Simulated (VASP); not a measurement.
# Co (I4/mmm) in VASP: notebook

Runs on Co. Level: PBEsol. Tasks: single point.

All numbers are computed with VASP 6.6.1; they aren't measurements. Logs are shortened: lines on timing, memory, paths and dates and some standing lists are left out, and cuts for length are marked.

### Step 1. The cell of the first run

The typed cell holds 2 atoms: a = 2.441 Å, b = 2.441 Å, c = 3.450 Å, α = 90.00°, β = 90.00°, γ = 90.00°.

This isn't the form of Co at room conditions, which is hcp.

### Step 2. Single point, PBEsol, collinear spin, ferromagnetic start (10.28 Å³/atom)

Contents of INCAR:

```
SYSTEM = Co
  ALGO = Normal
  EDIFF = 1E-7
  ENCUT = 520
  GGA = PS
  ISIF = 2
  ISMEAR = -1
  ISPIN = 2
  LASPH = .TRUE.
  LCHARG = .FALSE.
  LMAXMIX = 4
  LORBIT = 11
  LREAL = .FALSE.
  LWAVE = .FALSE.
  MAGMOM = 1.619 1.619
  NBANDS = 20
  NELM = 150
  PREC = Accurate
  SIGMA = 0.05
```

Contents of KPOINTS:

```
k-points
0
G
  15 15 10
  0 0 0
```

Contents of POSCAR:

```
Co
1.0
    2.4406169503      0.0000000000      0.0000000000
    0.0000000000      2.4406169503      0.0000000000
    0.0000000000      0.0000000000      3.4504808767
Co
2
Direct
    0.0000000000      0.0000000000      0.0000000000
    0.5000000000      0.5000000000      0.5000000000
```

Potentials or basis: VASP PAW PBE potentials, release 64 (Co).

Command:

```bash
$ cat potpaw_PBE.64/Co/POTCAR > POTCAR
$ mpirun -np 1 vasp_std > vasp.out
```

OUTCAR:

```text
SYSTEM = Co
   EDIFF = 1E-7
   ENCUT = 520
   GGA = PS
   ISIF = 2
   ISMEAR = -1
   ISPIN = 2
   LASPH = .TRUE.
   LORBIT = 11
   LREAL = .FALSE.
   NELM = 150
   PREC = Accurate

 ion  position               nearest neighbor table
   1  0.000  0.000  0.000-   2 2.44   2 2.44   2 2.44   2 2.44   2 2.44   2 2.44   2 2.44   2 2.44

   2  0.500  0.500  0.500-   1 2.44   1 2.44   1 2.44   1 2.44   1 2.44   1 2.44   1 2.44   1 2.44

  LATTYP: Found a simple tetragonal cell.
 ALAT       =     2.4406169503
 C/A-ratio  =     1.4137740362

  Lattice vectors:

 A1 = (   2.4406169503,   0.0000000000,   0.0000000000)
 A2 = (   0.0000000000,   2.4406169503,   0.0000000000)
 A3 = (   0.0000000000,   0.0000000000,   3.4504808767)

Analysis of symmetry for initial positions (statically):
=====================================================================
 Subroutine PRICEL returns following result:

  LATTYP: Found a body centered tetragonal cell.
 ALAT       =     2.4406169503
 C/A-ratio  =     1.4137740362
[... 12 lines left out ...]
 Subroutine GETGRP returns: Found 16 space group operations
 (whereof 16 operations were pure point group operations)
 out of a pool of 16 trial point group operations.

The static configuration has the point symmetry D_4h.

Analysis of symmetry for dynamics (positions and initial velocities):
=====================================================================
 Subroutine PRICEL returns following result:

  LATTYP: Found a body centered tetragonal cell.
 ALAT       =     2.4406169503
 C/A-ratio  =     1.4137740362
[... 12 lines left out ...]
 Subroutine GETGRP returns: Found 16 space group operations
 (whereof 16 operations were pure point group operations)
 out of a pool of 16 trial point group operations.

The dynamic configuration has the point symmetry D_4h.

Analysis of structural, dynamic, and magnetic symmetry:
=====================================================================
 Subroutine PRICEL returns following result:

  LATTYP: Found a body centered tetragonal cell.
 ALAT       =     2.4406169503
 C/A-ratio  =     1.4137740362
[... 12 lines left out ...]
 Subroutine GETGRP returns: Found 16 space group operations
 (whereof 16 operations were pure point group operations)
 out of a pool of 16 trial point group operations.

The overall configuration has the point symmetry D_4h.

 Subroutine INISYM returns: Found 16 space group operations
 (whereof 16 operations are pure point group operations),
 and found     2 'primitive' translations

----------------------------------------------------------------------------------------

                                     Primitive cell

[... 105 lines left out ...]
   IALGO  =     38    algorithm
   IMIX   =      4    mixing-type and parameters
     AMIX     =   0.40;   BMIX     =  1.00
     AMIX_MAG =   1.60;   BMIX_MAG =  1.00
  volume/ion in A,a.u.               =      10.28        69.35
  Fermi-wavevector in a.u.,A,eV,Ry     =   1.566292  2.959863 33.378770  2.453270
  Thomas-Fermi vector in A             =   2.668642
   LORBIT       =     11    0 simple, 1 ext, 2 COOP (PROOUT), +10 PAW based schemes
   GGA     = PS    functional components
   LHFCALC =     F    Hartree Fock is set to
   AEXX    =    0.0000 exact exchange contribution
   IVDW    =     0    specifies the selected vdW correction
   LEPSILON=     F    determine dielectric tensor
   LRPA    =     F    only Hartree local field effects (RPA)
 spin polarized calculation
  energy-cutoff  :      520.00
  volume of cell :       20.55
 maximum number of plane-waves:       580
   NGX =  9   NGY =  9   NGZ = 13

 number of electron      18.0000003 magnetization       3.2194744

 Free energy of the ion-electron system (eV)
  ---------------------------------------------------
  ext. energy  EPLUGINS =         0.00000000
  ---------------------------------------------------
  free energy    TOTEN  =       -15.43851110 eV

  energy without entropy =      -15.41936995  energy(sigma->0) =      -15.42894052

 E-fermi :  10.9391     XC(G=0): -13.9038

 val. band max:       10.9371645726   @ k =   0.2667   0.0667   0.2000
 cond. band min:      10.9405427436   @ k =   0.4000   0.2667   0.1000
 fundamental gap:      0.0033781710
 Fermi energy:        10.9390781114

 spin component 1

 k-point     1 :       0.0000    0.0000    0.0000
  band No.  band energies     occupation
      1       1.5490      1.00000
      2       5.3675      1.00000
      3       6.0312      1.00000
      4       8.1602      1.00000
      5       8.1604      1.00000
      6       8.1604      1.00000
[... 541 lines left out ...]
     19      34.4560      0.00000
     20      39.1385      0.00000

 [... further k-points ...]

 spin component 2

 k-point     1 :       0.0000    0.0000    0.0000
  band No.  band energies     occupation
      1       1.6464      1.00000
      2       6.5020      1.00000
      3       7.2887      1.00000
      4       9.7134      1.00000
      5       9.7134      1.00000
      6       9.7212      1.00000
[... 541 lines left out ...]
     19      34.7361      0.00000
     20      39.7198      0.00000

 [... further k-points ...]
[... 5 lines left out ...]
  --------------------------------------------------------------------------------------
  -------------------------------------------------------------------------------------
  Total        0.3735158      0.3735158      0.3259744      0.0000000     -0.0000000      0.0000000
  in kB       29.1166004     29.1166004     25.4106173      0.0000000     -0.0000000      0.0000000
  external PRESSURE =      27.8812727 kB  Pullay stress =       0.0000000 kB

 VOLUME and BASIS-vectors are now :
 -----------------------------------------------------------------------------
  energy-cutoff  :      520.00
  volume of cell :       20.55
      direct lattice vectors                 reciprocal lattice vectors
     2.440616950  0.000000000  0.000000000     0.409732465  0.000000000  0.000000000
     0.000000000  2.440616950  0.000000000     0.000000000  0.409732465  0.000000000
     0.000000000  0.000000000  3.450480877     0.000000000  0.000000000  0.289814677

 POSITION                                       TOTAL-FORCE (eV/Angst)
 -----------------------------------------------------------------------------------
      0.00000      0.00000      0.00000        -0.000000      0.000000     -0.000000
      1.22031      1.22031      1.72524         0.000000     -0.000000      0.000000
 -----------------------------------------------------------------------------------
    total drift:                                0.000000     -0.000000     -0.000000

  FREE ENERGIE OF THE ION-ELECTRON SYSTEM (eV)
  ---------------------------------------------------
  free  energy   TOTEN  =       -15.4385110983 eV

  energy  without entropy=      -15.4193699477  energy(sigma->0) =      -15.42894052

 total charge

# of ion       s       p       d       tot
------------------------------------------
    1        0.515   0.577   7.290   8.382
    2        0.515   0.577   7.290   8.382
--------------------------------------------------
tot          1.029   1.154  14.580  16.763

 magnetization (x)

# of ion       s       p       d       tot
------------------------------------------
    1       -0.013  -0.045   1.670   1.612
    2       -0.013  -0.045   1.670   1.612
--------------------------------------------------
tot         -0.026  -0.090   3.341   3.225
```

OSZICAR:

```text
N       E                     dE             d eps       ncg     rms          rms(c)
DAV:   1     0.850014996517E+02    0.85001E+02   -0.74861E+03 18580   0.116E+03
DAV:   2    -0.131103400969E+02   -0.98112E+02   -0.88242E+02 17672   0.219E+02
DAV:   3    -0.178776967774E+02   -0.47674E+01   -0.45448E+01 19308   0.579E+01
DAV:   4    -0.179597770034E+02   -0.82080E-01   -0.81971E-01 21080   0.667E+00
DAV:   5    -0.179624499586E+02   -0.26730E-02   -0.26726E-02 20340   0.111E+00    0.165E+01
DAV:   6    -0.158196814452E+02    0.21428E+01   -0.80759E+00 19396   0.593E+01    0.755E+00
DAV:   7    -0.154690997772E+02    0.35058E+00   -0.11449E+00 20388   0.205E+01    0.394E+00
DAV:   8    -0.154557912659E+02    0.13309E-01   -0.18718E-02 23780   0.136E+00    0.209E+00
DAV:   9    -0.154368176631E+02    0.18974E-01   -0.25314E-03 28016   0.828E-01    0.827E-01
DAV:  10    -0.154381452043E+02   -0.13275E-02   -0.34652E-04 23792   0.261E-01    0.546E-01
DAV:  11    -0.154385068480E+02   -0.36164E-03   -0.35145E-04 23672   0.351E-01    0.407E-02
DAV:  12    -0.154385109389E+02   -0.40910E-05   -0.37443E-05 19168   0.462E-02    0.226E-02
DAV:  13    -0.154385102228E+02    0.71612E-06   -0.11126E-06 23356   0.989E-03    0.849E-03
DAV:  14    -0.154385110646E+02   -0.84182E-06   -0.41533E-07 21712   0.700E-03    0.438E-03
DAV:  15    -0.154385110983E+02   -0.33715E-07   -0.46623E-08  9760   0.329E-03
   1 F= -.15438511E+02 E0= -.15428941E+02  d E =-.191412E-01  mag=     3.2194
```

Run time: 1.9 min. Hardware: 1 thread of Intel Xeon Platinum 8488C (Sapphire Rapids), shared host; peak memory 0.23 GiB.

Results:

```yaml
Free_energy: -15.4385 eV
Pressure: 2.8 GPa
Net_moment: 3.22 μB per cell
Site_moments: Co +1.61 μB
Valence_electrons_inside_the_program's_atomic_spheres: Co 8.38
```

Caveat: the PAW data sets were made with another functional, which shifts forces and pressure a little.

### Step 3. Single point, PBEsol, collinear spin, ferromagnetic start (10.67 Å³/atom)

This run uses another cell than the first one, of 10.67 Å³/atom.

Contents of INCAR:

```
  PREC = Accurate
  ENCUT = 520
  EDIFF = 1E-6
  ISMEAR = -1
  SIGMA = 0.05
  LREAL = F
  LASPH = T
  NELM = 150
  ALGO = Normal
  ISIF = 2
  LWAVE = F
  LCHARG = F
  ISPIN = 2
  MAGMOM = 1.619 1.619
  LORBIT = 11
  LMAXMIX = 4
  GGA = PS
  NBANDS = 20
```

Contents of KPOINTS:

```
regular mesh
0
Gamma
  15 15 10
```

Contents of POSCAR:

```
Co
1.0
    2.4715141158      0.0000000000      0.0000000000
    0.0000000000      2.4715141158      0.0000000000
    0.0000000000      0.0000000000      3.4941624870
Co
2
Direct
    0.0000000000      0.0000000000      0.0000000000
    0.5000000000      0.5000000000      0.5000000000
```

Potentials or basis: VASP PAW PBE potentials, release 64 (Co).

Command:

```bash
$ cat potpaw_PBE.64/Co/POTCAR > POTCAR
$ mpirun -np 1 vasp_std > vasp.out
```

OUTCAR:

```text
PREC = Accurate
   ENCUT = 520
   EDIFF = 1E-6
   ISMEAR = -1
   LREAL = F
   LASPH = T
   NELM = 150
   ISIF = 2
   ISPIN = 2
   LORBIT = 11
   GGA = PS

 ion  position               nearest neighbor table
   1  0.000  0.000  0.000-   2 2.47   2 2.47   2 2.47   2 2.47   2 2.47   2 2.47   2 2.47   2 2.47

   2  0.500  0.500  0.500-   1 2.47   1 2.47   1 2.47   1 2.47   1 2.47   1 2.47   1 2.47   1 2.47

  LATTYP: Found a simple tetragonal cell.
 ALAT       =     2.4715141158
 C/A-ratio  =     1.4137740362

  Lattice vectors:

 A1 = (   2.4715141158,   0.0000000000,   0.0000000000)
 A2 = (   0.0000000000,   2.4715141158,   0.0000000000)
 A3 = (   0.0000000000,   0.0000000000,   3.4941624870)

Analysis of symmetry for initial positions (statically):
=====================================================================
 Subroutine PRICEL returns following result:

[... 782 lines left out ...]
      2       6.1814      1.00000
      3       6.9349      1.00000
      4       9.2384      1.00000
      5       9.2384      1.00000
      6       9.2440      1.00000
[... 541 lines left out ...]
     19      33.6371      0.00000
     20      38.2483      0.00000

 [... further k-points ...]

------------------------ aborting loop because EDIFF is reached ----------------------------------------

  FORCE on cell =-STRESS in cart. coord.  units (eV):
  Direction    XX          YY          ZZ          XY          YZ          ZX
  --------------------------------------------------------------------------------------
  -------------------------------------------------------------------------------------
  Total       -0.7934832     -0.7934832     -0.8242710      0.0000000      0.0000000     -0.0000000
  in kB      -59.5633352    -59.5633352    -61.8744485      0.0000000      0.0000000     -0.0000000
  external PRESSURE =     -60.3337063 kB  Pullay stress =       0.0000000 kB

 VOLUME and BASIS-vectors are now :
 -----------------------------------------------------------------------------
  energy-cutoff  :      520.00
  volume of cell :       21.34
      direct lattice vectors                 reciprocal lattice vectors
     2.471514116  0.000000000  0.000000000     0.404610273  0.000000000  0.000000000
     0.000000000  2.471514116  0.000000000     0.000000000  0.404610273  0.000000000
     0.000000000  0.000000000  3.494162487     0.000000000  0.000000000  0.286191614

 POSITION                                       TOTAL-FORCE (eV/Angst)
 -----------------------------------------------------------------------------------
      0.00000      0.00000      0.00000         0.000000      0.000000      0.000000
      1.23576      1.23576      1.74708        -0.000000     -0.000000     -0.000000
 -----------------------------------------------------------------------------------
    total drift:                                0.000000     -0.000000     -0.000000

  FREE ENERGIE OF THE ION-ELECTRON SYSTEM (eV)
  ---------------------------------------------------
  free  energy   TOTEN  =       -15.4298394334 eV

  energy  without entropy=      -15.4105849698  energy(sigma->0) =      -15.42021220

 total charge

# of ion       s       p       d       tot
------------------------------------------
    1        0.498   0.542   7.262   8.302
    2        0.498   0.542   7.262   8.302
--------------------------------------------------
tot          0.996   1.084  14.524  16.605

 magnetization (x)

# of ion       s       p       d       tot
------------------------------------------
    1       -0.012  -0.045   1.702   1.644
    2       -0.012  -0.045   1.702   1.644
--------------------------------------------------
tot         -0.025  -0.091   3.404   3.288
```

It took 1.7 min on 1 thread of Intel Xeon Platinum 8488C (Sapphire Rapids), shared host; peak memory 0.23 GiB.

What came out:

* Free energy: -15.4298 eV
* Pressure: -6.0 GPa
* Net moment: 3.27 μB per cell
* Site moments: Co +1.64 μB
* Valence electrons inside the program's atomic spheres: Co 8.30

Levels at points of the mesh, in eV from the Fermi level:
Spin up:
| k point | band 7 | band 8 | band 9 | band 10 | band 11 | band 12 | band 13 | band 14 | band 15 | band 16 |
| --- | --- | --- | --- | --- | --- | --- | --- | --- | --- | --- |
| (0.00, 0.00, 0.00) | -1.62 | -1.62 | -0.81 | -0.46 | -0.46 | 2.49 | 9.74 | 14.99 | 14.99 | 20.12 |
| (0.00, 0.00, 0.50) | -1.76 | -1.76 | -1.76 | -1.76 | -1.22 | -1.22 | 19.61 | 19.61 | 19.61 | 19.61 |
Spin down:
| k point | band 4 | band 5 | band 6 | band 7 | band 8 | band 9 | band 10 | band 11 | band 12 | band 13 |
| --- | --- | --- | --- | --- | --- | --- | --- | --- | --- | --- |
| (0.00, 0.00, 0.00) | -1.16 | -1.16 | -1.15 | 0.29 | 0.30 | 1.20 | 1.37 | 1.37 | 2.58 | 10.67 |
| (0.00, 0.00, 0.50) | -2.38 | -0.65 | -0.65 | -0.11 | -0.11 | -0.11 | -0.11 | 0.73 | 0.73 | 19.98 |

Caveat: the cell stands under tension; the PAW data sets were made with another functional, which shifts forces and pressure a little.

(Continued in part 2 of 2.)
